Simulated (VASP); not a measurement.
# P (P4/mmm) in VASP: further runs

Runs on P. Level: PBEsol. Tasks: single point.

Everything below comes from runs of VASP 6.6.1. Logs are shortened: lines on timing, memory, paths and dates and some standing lists are left out, and cuts for length are marked.

**1. The cell of the first run**

It takes space group P4/mmm (No. 123, tetragonal). The conventional cell has a = 4.603 Å, b = 4.603 Å, c = 3.773 Å, α = 90.00°, β = 90.00°, γ = 90.00°. Within 5.0 Å of P (site symmetry 4/mmm) lie 6 P at 3.77 to 4.60 Å.

**2. Single point, PBEsol**

INCAR reads:

```
  PREC = Accurate
  ENCUT = 520
  EDIFF = 1E-7
  ISMEAR = 0
  SIGMA = 0.15
  LREAL = F
  LASPH = T
  NELM = 80
  ALGO = Normal
  ISIF = 2
  LWAVE = F
  LCHARG = F
  GGA = PS
  NBANDS = 8
```

KPOINTS reads:

```
regular mesh
0
Gamma
  12 12 12
```

POSCAR reads:

```
P
1.0
    4.6028472260      0.0000000000      0.0000000000
    0.0000000000      4.6028472260      0.0000000000
    0.0000000000      0.0000000000      3.7728460292
P
1
Direct
    0.0000000000      0.0000000000      0.0000000000
```

Potentials or basis: VASP PAW PBE potentials, release 64 (P).

Started as:

```bash
> cat potpaw_PBE.64/P/POTCAR > POTCAR
> mpirun -np 1 vasp_std > vasp.out
```

OUTCAR:

```text
PREC = Accurate
   ENCUT = 520
   EDIFF = 1E-7
   ISMEAR = 0
   LREAL = F
   LASPH = T
   NELM = 80
   ISIF = 2
   GGA = PS

 ion  position               nearest neighbor table
   1  0.000  0.000  0.000-

  LATTYP: Found a simple tetragonal cell.
 ALAT       =     4.6028472260
 C/A-ratio  =     0.8196765706

  Lattice vectors:

 A1 = (   4.6028472260,   0.0000000000,   0.0000000000)
 A2 = (   0.0000000000,   4.6028472260,   0.0000000000)
 A3 = (   0.0000000000,   0.0000000000,   3.7728460292)

Analysis of symmetry for initial positions (statically):
=====================================================================
 Subroutine PRICEL returns:
 Original cell was already a primitive cell.

 Routine SETGRP: Setting up the symmetry group for a
 simple tetragonal supercell.

 Subroutine GETGRP returns: Found 16 space group operations
 (whereof 16 operations were pure point group operations)
 out of a pool of 16 trial point group operations.

The static configuration has the point symmetry D_4h.

Analysis of symmetry for dynamics (positions and initial velocities):
=====================================================================
 Subroutine PRICEL returns:
 Original cell was already a primitive cell.

 Routine SETGRP: Setting up the symmetry group for a
 simple tetragonal supercell.

 Subroutine GETGRP returns: Found 16 space group operations
 (whereof 16 operations were pure point group operations)
 out of a pool of 16 trial point group operations.

The dynamic configuration has the point symmetry D_4h.

 Subroutine INISYM returns: Found 16 space group operations
 (whereof 16 operations are pure point group operations),
 and found     1 'primitive' translations

----------------------------------------------------------------------------------------

                                     Primitive cell

  volume of cell :      79.9323

  direct lattice vectors                    reciprocal lattice vectors
     4.602847226  0.000000000  0.000000000     0.217256831  0.000000000  0.000000000
     0.000000000  4.602847226  0.000000000     0.000000000  0.217256831  0.000000000
     0.000000000  0.000000000  3.772846029     0.000000000  0.000000000  0.265051898

  length of vectors
     4.602847226  4.602847226  3.772846029     0.217256831  0.217256831  0.265051898

  position of ions in fractional coordinates (direct lattice)
     0.000000000  0.000000000  0.000000000

  ion indices of the primitive-cell ions
   primitive index   ion index
[... 75 lines left out ...]
   EDIFFG = 0.1E-05   stopping-criterion for IOM
   NSW    =      0    number of steps for IOM
   IBRION =     -1    ionic relax: 0-MD 1-quasi-New 2-CG
   NFREE  =      0    steps in history (QN), initial steepest desc. (CG)
   ISIF   =      2    stress and relaxation
   ISYM   =      2    0-nonsym 1-usesym 2-fastsym
   POTIM  = 0.5000    time-step for ionic-motion
   TEBEG  =    0.0;   TEEND  =   0.0 temperature during run
   PSTRESS=    0.0 pullay stress
   NELECT =       5.0000    total number of electrons
   NUPDOWN=      -1.0000    fix difference up-down
   EMIN   =  10.00;   EMAX   =-10.00  energy-range for DOS
   EFERMI =   0.00;   METHOD = LEGACY
   ISMEAR =     0;   SIGMA  =   0.15  broadening in eV -4-tet -1-fermi 0-gaus
   EFERMI_NEDOS =   21; number of points for ismear=-14 and -15
   IALGO  =     38    algorithm
   IMIX   =      4    mixing-type and parameters
     AMIX     =   0.40;   BMIX     =  1.00
     AMIX_MAG =   1.60;   BMIX_MAG =  1.00
  volume/ion in A,a.u.               =      79.93       539.41
  Fermi-wavevector in a.u.,A,eV,Ry     =   0.649866  1.228069  5.746099  0.422326
  Thomas-Fermi vector in A             =   1.718961
   LORBIT       =      0    0 simple, 1 ext, 2 COOP (PROOUT), +10 PAW based schemes
   GGA     = PS    functional components
   LHFCALC =     F    Hartree Fock is set to
   AEXX    =    0.0000 exact exchange contribution
   IVDW    =     0    specifies the selected vdW correction
   LEPSILON=     F    determine dielectric tensor
   LRPA    =     F    only Hartree local field effects (RPA)
 non-spin polarized calculation
 Gauss-broadening in eV      SIGMA  =   0.15
  energy-cutoff  :      520.00
  volume of cell :       79.93
 maximum number of plane-waves:      2184
 NGX is ok and might be reduce to    36

 number of electron       4.9999999 magnetization

 Free energy of the ion-electron system (eV)
  ---------------------------------------------------
  ext. energy  EPLUGINS =         0.00000000
  ---------------------------------------------------
  free energy    TOTEN  =        -1.30766026 eV

  energy without entropy =       -1.25447136  energy(sigma->0) =       -1.28106581

 E-fermi :  -3.0473     XC(G=0):  -5.0061

 val. band max:       -3.0495730958   @ k =   0.4167   0.4167   0.5000
 cond. band min:      -3.0469056677   @ k =   0.1667   0.1667   0.0833
 fundamental gap:      0.0026674281
 Fermi energy:        -3.0473020616

 k-point     1 :       0.0000    0.0000    0.0000
  band No.  band energies     occupation
      1     -11.8602      2.00000
      2      -2.8548      0.06948
      3      -2.8548      0.06948
      4      -1.7754      0.00000
      5       1.5375      0.00000
      6       4.0426      0.00000
      7       4.9383      0.00000
      8       8.0934      0.00000
[... 243 lines left out ...]
 k-point    24 :       0.4167    0.3333    0.0000
  band No.  band energies     occupation
      1     -11.7085      2.00000
      2      -3.6204      2.00000
      3      -3.4407      1.99979
      4      -1.6755      0.00000
      5       3.0261      0.00000
      6       4.8499      0.00000
      7       5.8028      0.00000
      8       6.0998      0.00000

 [... further k-points ...]

------------------------ aborting loop because EDIFF is reached ----------------------------------------

  FORCE on cell =-STRESS in cart. coord.  units (eV):
  Direction    XX          YY          ZZ          XY          YZ          ZX
  --------------------------------------------------------------------------------------
  -------------------------------------------------------------------------------------
  Total       -1.2851802     -1.2851802     -3.2555284      0.0000000      0.0000000      0.0000000
  in kB      -25.7603889    -25.7603889    -65.2544101      0.0000000      0.0000000      0.0000000
  external PRESSURE =     -38.9250626 kB  Pullay stress =       0.0000000 kB

 VOLUME and BASIS-vectors are now :
 -----------------------------------------------------------------------------
  energy-cutoff  :      520.00
  volume of cell :       79.93
      direct lattice vectors                 reciprocal lattice vectors
     4.602847226  0.000000000  0.000000000     0.217256831  0.000000000  0.000000000
     0.000000000  4.602847226  0.000000000     0.000000000  0.217256831  0.000000000
     0.000000000  0.000000000  3.772846029     0.000000000  0.000000000  0.265051898

 POSITION                                       TOTAL-FORCE (eV/Angst)
 -----------------------------------------------------------------------------------
      0.00000      0.00000      0.00000         0.000000      0.000000      0.000000
 -----------------------------------------------------------------------------------
    total drift:                                0.000000      0.000000      0.000000

  FREE ENERGIE OF THE ION-ELECTRON SYSTEM (eV)
  ---------------------------------------------------
  free  energy   TOTEN  =        -1.3076602588 eV

  energy  without entropy=       -1.2544713574  energy(sigma->0) =       -1.28106581
```

stdout:

```text
POSCAR found type information on POSCAR P
 POSCAR found :  1 types and       1 ions
 scaLAPACK will be used
 -----------------------------------------------------------------------------
|                                                                             |
|                                                                             |
|     You enforced a specific xc type in the INCAR file but a different       |
|     I HOPE YOU KNOW WHAT YOU ARE DOING!                                     |
|                                                                             |
 -----------------------------------------------------------------------------

 LDA part: xc-table for (Slater+PW92), standard interpolation
 POSCAR, INCAR and KPOINTS ok, starting setup
 FFT: planning ... GRIDC
 FFT: planning ... GRID_SOFT
 FFT: planning ... GRID
 WAVECAR not read
 entering main loop
```

Wall time 42 s (1 thread of Intel Xeon Platinum 8488C (Sapphire Rapids), shared host); peak memory 0.24 GiB.

Results:

* Free energy: -1.3077 eV
* Pressure: -3.9 GPa

Stress tensor (GPa, compression positive):
```
-2.58  0.00  0.00
 0.00 -2.58  0.00
 0.00  0.00 -6.53
```

Levels at points of the mesh, in eV from the Fermi level:
```tsv
k point	band 1	band 2	band 3	band 4	band 5	band 6	band 7
(0.00, 0.00, 0.00)	-8.81	0.19	0.19	1.27	4.58	7.09	7.99
(0.50, 0.00, 0.00)	-8.72	-0.77	0.29	1.33	6.34	7.25	8.30
(0.50, 0.50, 0.00)	-8.63	-0.57	-0.57	1.39	5.72	8.35	9.35
(0.00, 0.00, 0.50)	-8.37	-1.20	0.58	0.58	6.83	7.87	8.46
(0.50, 0.00, 0.50)	-8.29	-1.03	-0.17	0.65	5.93	8.25	9.30
(0.50, 0.50, 0.50)	-8.22	-0.88	-0.04	-0.04	6.71	6.71	7.53
```

Caveat: the PAW data sets were made with another functional, which shifts forces and pressure a little.

**3. Single point, PBEsol**

This run uses another cell than the first one, of the same volume but with other edges.

INCAR reads:

```
SYSTEM = P
PREC = Accurate ; ENCUT = 520
EDIFF = 1E-7 ; ISMEAR = 0
SIGMA = 0.15 ; LREAL = .False.
LASPH = .True. ; NELM = 60
ALGO = Normal ; ISIF = 2
LWAVE = .False. ; LCHARG = .False.
GGA = PS ; NBANDS = 8
```

KPOINTS reads:

```
Automatic mesh
0
Gamma
  12 12 12
  0 0 0
```

POSCAR reads:

```
P
1.0
    3.9150932022      0.0000000000      0.0000000000
    0.0000000000      3.9150932022      0.0000000000
    0.0000000000      0.0000000000      5.2148040255
P
1
Direct
    0.0000000000      0.0000000000      0.0000000000
```

Potentials or basis: VASP PAW PBE potentials, release 64 (P).

Started as:

```bash
> cat potpaw_PBE.64/P/POTCAR > POTCAR
> mpirun -np 1 vasp_std > vasp.out
```

OUTCAR:

```text
SYSTEM = P
   PREC = Accurate
   ENCUT = 520
   EDIFF = 1E-7
   ISMEAR = 0
   LREAL = .False.
   LASPH = .True.
   NELM = 60
   ISIF = 2
   GGA = PS

 ion  position               nearest neighbor table
   1  0.000  0.000  0.000-

  LATTYP: Found a simple tetragonal cell.
 ALAT       =     3.9150932022
 C/A-ratio  =     1.3319744272

  Lattice vectors:

 A1 = (   3.9150932022,   0.0000000000,   0.0000000000)
 A2 = (   0.0000000000,   3.9150932022,   0.0000000000)
 A3 = (   0.0000000000,   0.0000000000,   5.2148040255)

Analysis of symmetry for initial positions (statically):
=====================================================================
 Subroutine PRICEL returns:
 Original cell was already a primitive cell.

 Routine SETGRP: Setting up the symmetry group for a
 simple tetragonal supercell.

 Subroutine GETGRP returns: Found 16 space group operations
 (whereof 16 operations were pure point group operations)
 out of a pool of 16 trial point group operations.

The static configuration has the point symmetry D_4h.
[... 159 lines left out ...]

 E-fermi :  -3.0504     XC(G=0):  -4.9481

 val. band max:       -3.0567726225   @ k =   0.2500   0.2500   0.2500
 cond. band min:      -3.0473431412   @ k =   0.4167   0.2500   0.5000
 fundamental gap:      0.0094294814
 Fermi energy:        -3.0503540122

 k-point     1 :       0.0000    0.0000    0.0000
  band No.  band energies     occupation
      1     -11.8927      2.00000
      2      -3.2011      1.84481
      3      -2.0726      0.00000
      4      -2.0726      0.00000
      5       1.5887      0.00000
      6       4.2047      0.00000
      7       4.8416      0.00000
      8       7.9715      0.00000
[... 243 lines left out ...]
 k-point    24 :       0.4167    0.3333    0.0000
  band No.  band energies     occupation
      1     -11.3485      2.00000
      2      -3.7427      2.00000
      3      -3.3522      1.99557
      4      -2.6509      0.00017
      5       3.4399      0.00000
      6       4.7167      0.00000
      7       5.7037      0.00000
      8       6.4323      0.00000

 [... further k-points ...]

------------------------ aborting loop because EDIFF is reached ----------------------------------------

  FORCE on cell =-STRESS in cart. coord.  units (eV):
  Direction    XX          YY          ZZ          XY          YZ          ZX
  --------------------------------------------------------------------------------------
  -------------------------------------------------------------------------------------
  Total       -2.9159159     -2.9159159     -0.3752626      0.0000000      0.0000000      0.0000000
  in kB      -58.4471546    -58.4471546     -7.5218318      0.0000000      0.0000000      0.0000000
  external PRESSURE =     -41.4720470 kB  Pullay stress =       0.0000000 kB

 VOLUME and BASIS-vectors are now :
 -----------------------------------------------------------------------------
  energy-cutoff  :      520.00
  volume of cell :       79.93
      direct lattice vectors                 reciprocal lattice vectors
     3.915093202  0.000000000  0.000000000     0.255421761  0.000000000  0.000000000
     0.000000000  3.915093202  0.000000000     0.000000000  0.255421761  0.000000000
     0.000000000  0.000000000  5.214804026     0.000000000  0.000000000  0.191761760

 POSITION                                       TOTAL-FORCE (eV/Angst)
 -----------------------------------------------------------------------------------
      0.00000      0.00000      0.00000         0.000000      0.000000      0.000000
 -----------------------------------------------------------------------------------
    total drift:                                0.000000      0.000000     -0.000000

  FREE ENERGIE OF THE ION-ELECTRON SYSTEM (eV)
  ---------------------------------------------------
  free  energy   TOTEN  =        -1.4325124106 eV

  energy  without entropy=       -1.3851973177  energy(sigma->0) =       -1.40885486
```

OSZICAR:

```text
N       E                     dE             d eps       ncg     rms          rms(c)
DAV:   1     0.831849612384E+01    0.83185E+01   -0.13116E+03  3136   0.360E+02
DAV:   2    -0.955935971236E+00   -0.92744E+01   -0.91383E+01  4376   0.466E+01
DAV:   3    -0.144760276973E+01   -0.49167E+00   -0.46967E+00  3800   0.110E+01
DAV:   4    -0.145204274446E+01   -0.44400E-02   -0.44359E-02  5160   0.125E+00
DAV:   5    -0.145204995737E+01   -0.72129E-05   -0.72126E-05  4272   0.413E-02    0.649E-01
DAV:   6    -0.143514534279E+01    0.16905E-01   -0.27933E-02  3952   0.644E-01    0.340E-01
DAV:   7    -0.143161076111E+01    0.35346E-02   -0.25683E-02  4136   0.638E-01    0.164E-01
DAV:   8    -0.143243264539E+01   -0.82188E-03   -0.74092E-04  3776   0.141E-01    0.216E-02
DAV:   9    -0.143247603607E+01   -0.43391E-04   -0.52258E-05  4176   0.356E-02    0.126E-02
DAV:  10    -0.143250154735E+01   -0.25511E-04   -0.25023E-05  3512   0.209E-02    0.591E-03
DAV:  11    -0.143251237553E+01   -0.10828E-04   -0.18105E-05  3336   0.203E-02    0.793E-04
DAV:  12    -0.143251241058E+01   -0.35049E-07   -0.18872E-07  5224   0.242E-03
   1 F= -.14325124E+01 E0= -.14088549E+01  d E =-.473151E-01
```

Wall time 60 s (1 thread of Intel Xeon Platinum 8488C (Sapphire Rapids), shared host); peak memory 0.24 GiB.

Results:

| Property | Result |
| --- | --- |
| Free energy | -1.4325 eV |
| Pressure | -4.1 GPa |

Caveat: the PAW data sets were made with another functional, which shifts forces and pressure a little.
